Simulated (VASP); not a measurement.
# Rb (Fd-3m) in VASP: single point with PBEsol+D3(BJ)

Aim: the single point of Rb with PBEsol+D3(BJ).

All numbers are computed with VASP 6.6.1; they aren't measurements. Logs are shortened: lines on timing, memory, paths and dates and some standing lists are left out, and cuts for length are marked.

## (1) The cell of the first run

The structure is cubic, space group Fd-3m (No. 227). Conventional cell: a = 9.408 Å, b = 9.408 Å, c = 9.408 Å, α = 90.00°, β = 90.00°, γ = 90.00°. Rb (site symmetry -43m) has 4 Rb at 4.07 Å within 5.3 Å.

This isn't the form of Rb at room conditions, which is bcc.

## (2) Single point, PBEsol+D3(BJ), non-collinear spin, zero start, spin-orbit coupling

Input file INCAR:

```
PREC = Accurate ; ENCUT = 520
EDIFF = 1E-6 ; ISMEAR = -1
SIGMA = 0.05 ; LREAL = False
LASPH = True ; NELM = 150
ALGO = Normal ; ISIF = 2
LWAVE = False ; LCHARG = True
MAGMOM = 0 0 0 0 0 0 ; LORBIT = 11
LSORBIT = True ; GGA_COMPAT = False
LORBMOM = True ; GGA = PS
IVDW = 12 ; LVHAR = True
NBANDS = 30
```

Input file KPOINTS:

```
regular mesh
0
Gamma
  8 8 8
```

Input file POSCAR:

```
Rb
1.0
    0.0000000000      4.7041986040      4.7041986040
    4.7041986040      0.0000000000      4.7041986040
    4.7041986040      4.7041986040      0.0000000000
Rb
2
Direct
   -0.1250000000     -0.1250000000     -0.1250000000
    0.1250000000      0.1250000000      0.1250000000
```

Potentials or basis: VASP PAW PBE potentials, release 64 (Rb_sv).

Command:

```console
cat potpaw_PBE.64/Rb_sv/POTCAR > POTCAR
mpirun -np 1 vasp_ncl > vasp.out
```

OUTCAR:

```text
PREC = Accurate
   ENCUT = 520
   EDIFF = 1E-6
   ISMEAR = -1
   LREAL = False
   LASPH = True
   NELM = 150
   ISIF = 2
   LORBIT = 11
   LSORBIT = True
   GGA = PS
   IVDW = 12
 IVDW          = 12

 ion  position               nearest neighbor table
   1  0.875  0.875  0.875-   2 4.07   2 4.07   2 4.07   2 4.07
   2  0.125  0.125  0.125-   1 4.07   1 4.07   1 4.07   1 4.07

  LATTYP: Found a face centered cubic cell.
 ALAT       =     9.4083972080

  Lattice vectors:

 A1 = (   0.0000000000,   4.7041986040,   4.7041986040)
 A2 = (   4.7041986040,   0.0000000000,   4.7041986040)
 A3 = (   4.7041986040,   4.7041986040,   0.0000000000)

Analysis of symmetry for initial positions (statically):
=====================================================================
 Subroutine PRICEL returns:
 Original cell was already a primitive cell.

 Routine SETGRP: Setting up the symmetry group for a
 face centered cubic supercell.

 Subroutine GETGRP returns: Found 48 space group operations
 (whereof 12 operations were pure point group operations)
 out of a pool of 48 trial point group operations.

The static configuration has the point symmetry D_3d.
 The point group associated with its full space group is O_h .

Analysis of symmetry for dynamics (positions and initial velocities):
=====================================================================
 Subroutine PRICEL returns:
 Original cell was already a primitive cell.

 Routine SETGRP: Setting up the symmetry group for a
 face centered cubic supercell.

 Subroutine GETGRP returns: Found 48 space group operations
 (whereof 12 operations were pure point group operations)
 out of a pool of 48 trial point group operations.

The dynamic configuration has the point symmetry D_3d.
 The point group associated with its full space group is O_h .

Analysis of structural, dynamic, and magnetic symmetry:
=====================================================================
 Subroutine PRICEL returns:
 Original cell was already a primitive cell.

 Routine SETGRP: Setting up the symmetry group for a
 face centered cubic supercell.

 Subroutine GETGRP returns: Found 48 space group operations
 (whereof 12 operations were pure point group operations)
 out of a pool of 48 trial point group operations.

The overall configuration has the point symmetry D_3d.
 The point group associated with its full space group is O_h .

 Subroutine INISYM returns: Found 48 space group operations
 (whereof 12 operations are pure point group operations),
 and found     1 'primitive' translations

----------------------------------------------------------------------------------------

                                     Primitive cell

  volume of cell :     208.2030

  direct lattice vectors                    reciprocal lattice vectors
     0.000000000  4.704198604  4.704198604    -0.106288030  0.106288030  0.106288030
     4.704198604  0.000000000  4.704198604     0.106288030 -0.106288030  0.106288030
     4.704198604  4.704198604  0.000000000     0.106288030  0.106288030 -0.106288030

  length of vectors
     6.652741466  6.652741466  6.652741466     0.184096267  0.184096267  0.184096267

  position of ions in fractional coordinates (direct lattice)
     0.875000000  0.875000000  0.875000000
     0.125000000  0.125000000  0.125000000

  ion indices of the primitive-cell ions
   primitive index   ion index
                 1           1
                 2           2

----------------------------------------------------------------------------------------

 KPOINTS: regular mesh

Automatic generation of k-mesh.
 Grid dimensions read from file:
 generate k-points for:    8    8    8

 Generating k-lattice:

  Cartesian coordinates                     Fractional coordinates (reciprocal lattice)
    -0.013286004  0.013286004  0.013286004     0.125000000  0.000000000  0.000000000
[... 103 lines left out ...]

 Free energy of the ion-electron system (eV)
  ---------------------------------------------------
  ext. energy  EPLUGINS =         0.00000000
  ---------------------------------------------------
  free energy    TOTEN  =        -1.49750198 eV

  energy without entropy =       -1.48416902  energy(sigma->0) =       -1.49083550

 E-fermi :  -0.2212     XC(G=0):  -5.1486

 val. band max:       -0.3548662731   @ k =   0.5000   0.0000   0.0000
 cond. band min:      -0.2200607342   @ k =   0.5000   0.1250   0.0000
 fundamental gap:      0.1348055389
 Fermi energy:        -0.2211546680

 k-point     1 :       0.0000    0.0000    0.0000
  band No.  band energies     occupation
      1     -29.5854      1.00000
      2     -29.5854      1.00000
      3     -29.5429      1.00000
      4     -29.5429      1.00000
      5     -14.3173      1.00000
      6     -14.3173      1.00000
[... 781 lines left out ...]
     29       2.5371      0.00000
     30       2.6005      0.00000

 [... further k-points ...]

------------------------ aborting loop because EDIFF is reached ----------------------------------------

 Edisp (eV)   -0.21372

 E8    (eV) :    -0.1671

  FORCE on cell =-STRESS in cart. coord.  units (eV):
  Direction    XX          YY          ZZ          XY          YZ          ZX
  --------------------------------------------------------------------------------------
  -------------------------------------------------------------------------------------
  Total       0.19052     0.19052     0.19052     0.00000    -0.00000    -0.00000
  in kB       1.46609     1.46609     1.46609     0.00000    -0.00000    -0.00000
  external pressure =        1.47 kB  Pullay stress =        0.00 kB

 VOLUME and BASIS-vectors are now :
 -----------------------------------------------------------------------------
  energy-cutoff  :      520.00
  volume of cell :      208.20
      direct lattice vectors                 reciprocal lattice vectors
     0.000000000  4.704198604  4.704198604    -0.106288030  0.106288030  0.106288030
     4.704198604  0.000000000  4.704198604     0.106288030 -0.106288030  0.106288030
     4.704198604  4.704198604  0.000000000     0.106288030  0.106288030 -0.106288030

 POSITION                                       TOTAL-FORCE (eV/Angst)
 -----------------------------------------------------------------------------------
      8.23235      8.23235      8.23235        -0.000000     -0.000000     -0.000000
      1.17605      1.17605      1.17605         0.000000      0.000000      0.000000
 -----------------------------------------------------------------------------------
    total drift:                                0.000000      0.000000      0.000000

  FREE ENERGIE OF THE ION-ELECTRON SYSTEM (eV)
  ---------------------------------------------------
  free  energy   TOTEN  =        -1.7112170907 eV

  energy  without entropy=       -1.6978841357  energy(sigma->0) =       -1.70455061

 orbital moment (x)

 # of ion     p       d       tot
 ----------------------------------------
  1         0.000   0.000   0.000
  2         0.000   0.000   0.000
 ----------------------------------------
            0.000   0.000   0.000

 orbital moment (y)

 # of ion     p       d       tot
 ----------------------------------------
  1        -0.000   0.000  -0.000
  2        -0.000   0.000  -0.000
 ----------------------------------------
           -0.000   0.000  -0.000

 orbital moment (z)

 # of ion     p       d       tot
 ----------------------------------------
  1         0.000   0.000   0.000
  2         0.000  -0.000  -0.000
 ----------------------------------------
            0.000   0.000   0.000

 Spin-Orbit-Coupling matrix elements

 Ion:    1  E_soc:     -0.0535169
 l=   1
     0.0000000    -0.0089194    -0.0089194
    -0.0089194     0.0000000    -0.0089194
    -0.0089194    -0.0089194     0.0000000
 l=   2
     0.0000000     0.0000001     0.0000000     0.0000001    -0.0000002
     0.0000001     0.0000000    -0.0000002     0.0000001    -0.0000001
     0.0000000    -0.0000002     0.0000000    -0.0000002     0.0000000
     0.0000001     0.0000001    -0.0000002     0.0000000    -0.0000001
    -0.0000002    -0.0000001     0.0000000    -0.0000001     0.0000000
 l=   3
     0.0000000     0.0000000     0.0000000     0.0000000     0.0000000     0.0000000     0.0000000
     0.0000000     0.0000000     0.0000000     0.0000000     0.0000000     0.0000000     0.0000000
     0.0000000     0.0000000     0.0000000     0.0000000     0.0000000     0.0000000     0.0000000
     0.0000000     0.0000000     0.0000000     0.0000000     0.0000000     0.0000000     0.0000000
     0.0000000     0.0000000     0.0000000     0.0000000     0.0000000     0.0000000     0.0000000
     0.0000000     0.0000000     0.0000000     0.0000000     0.0000000     0.0000000     0.0000000
     0.0000000     0.0000000     0.0000000     0.0000000     0.0000000     0.0000000     0.0000000

 Ion:    2  E_soc:     -0.0535169
 l=   1
     0.0000000    -0.0089194    -0.0089194
    -0.0089194     0.0000000    -0.0089194
    -0.0089194    -0.0089194     0.0000000
 l=   2
     0.0000000     0.0000001     0.0000000     0.0000001    -0.0000002
     0.0000001     0.0000000    -0.0000002     0.0000001    -0.0000001
     0.0000000    -0.0000002     0.0000000    -0.0000002     0.0000000
     0.0000001     0.0000001    -0.0000002     0.0000000    -0.0000001
    -0.0000002    -0.0000001     0.0000000    -0.0000001     0.0000000
 l=   3
     0.0000000     0.0000000     0.0000000     0.0000000     0.0000000     0.0000000     0.0000000
     0.0000000     0.0000000     0.0000000     0.0000000     0.0000000     0.0000000     0.0000000
     0.0000000     0.0000000     0.0000000     0.0000000     0.0000000     0.0000000     0.0000000
     0.0000000     0.0000000     0.0000000     0.0000000     0.0000000     0.0000000     0.0000000
     0.0000000     0.0000000     0.0000000     0.0000000     0.0000000     0.0000000     0.0000000
     0.0000000     0.0000000     0.0000000     0.0000000     0.0000000     0.0000000     0.0000000
     0.0000000     0.0000000     0.0000000     0.0000000     0.0000000     0.0000000     0.0000000

 total charge

# of ion       s       p       d       tot
------------------------------------------
    1        1.974   5.312   0.004   7.290
    2        1.974   5.312   0.004   7.290
--------------------------------------------------
tot          3.947  10.623   0.009  14.579

 magnetization (x)

# of ion       s       p       d       tot
------------------------------------------
    1       -0.000  -0.000   0.000  -0.000
    2        0.000  -0.000   0.000   0.000
--------------------------------------------------
tot          0.000  -0.000   0.000  -0.000

 magnetization (y)

# of ion       s       p       d       tot
------------------------------------------
    1       -0.000   0.000   0.000  -0.000
    2       -0.000   0.000   0.000  -0.000
--------------------------------------------------
tot         -0.000   0.000   0.000  -0.000

 magnetization (z)

# of ion       s       p       d       tot
------------------------------------------
    1        0.000  -0.000   0.000   0.000
    2        0.000  -0.000   0.000  -0.000
--------------------------------------------------
tot          0.000  -0.000   0.000   0.000
```

Run time: 13 min. Hardware: 1 thread of Intel Xeon 8259CL, shared host; peak memory 0.95 GiB.

What came out:

| Quantity | Value |
| --- | --- |
| Free energy | -1.7112 eV |
| Pressure | 0.1 GPa |
| Net moment | 0.00 μB per cell |
| Valence electrons inside the program's atomic spheres | Rb 7.29 |
| Dispersion energy per atom | -0.107 eV |

Moments on the atoms (μB; x, y, z):
```
Rb  0.00 0.00 0.00
Rb  0.00 0.00 0.00
```

Caveat: three body term missing; the PAW data sets were made with another functional, which shifts forces and pressure a little.
